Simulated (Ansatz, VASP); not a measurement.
**Two plane-wave programs on AgCl**

```
Ag Cl
1.0
     3.53699    0.00000    0.00000
     0.00000    3.53699    0.00000
     0.00000    0.00000    3.43397
Ag Cl
1 1
Cartesian
  0.0000 0.0000 0.0000
  1.7685 1.7685 1.7170
```

Change from the starting cell: equal xx and yy strain of +3 %, PAW files.

Alike in both runs: task electric field gradients; functional PBEsol; k mesh 9 × 9 × 9; occupations fermi-dirac, width 0.01 eV; no spin polarisation.

|  | VASP | Ansatz |
| --- | --- | --- |
| version | VASP 6.6.1 | Ansatz 0.2.0 |
| potentials or method | VASP PAW PBE potentials, release 64 (Ag, Cl) | PAW with Ansatz's default frozen-core files, scalar-relativistic |
| plane-wave cutoff (eV) | 520 | 420 |
| valence electrons in the cell | 18 | 26 |

Ansatz gave:

- gap on the k mesh at the Fermi level (eV): 0.39
- pressure (GPa): -6.4
- traceless stress, the component that is largest in VASP (GPa): 0.86
- size of Vzz on the site where it differs most (V/Å²): 3.6

Task: Estimate VASP's values.

Result: gap on the k mesh at the Fermi level (eV): 0.39; pressure (GPa): -6.5; traceless stress, the component that is largest in VASP (GPa): 0.86; size of Vzz on the site where it differs most (V/Å²): 2.8.

VASP's potentials were made for PBE, not for PBEsol. The functional is the same, so the differences come from potentials, cutoffs and numerics. VASP's potentials hold 18 valence electrons a cell and Ansatz's 26, so a difference there can come from the potentials and not from the codes.
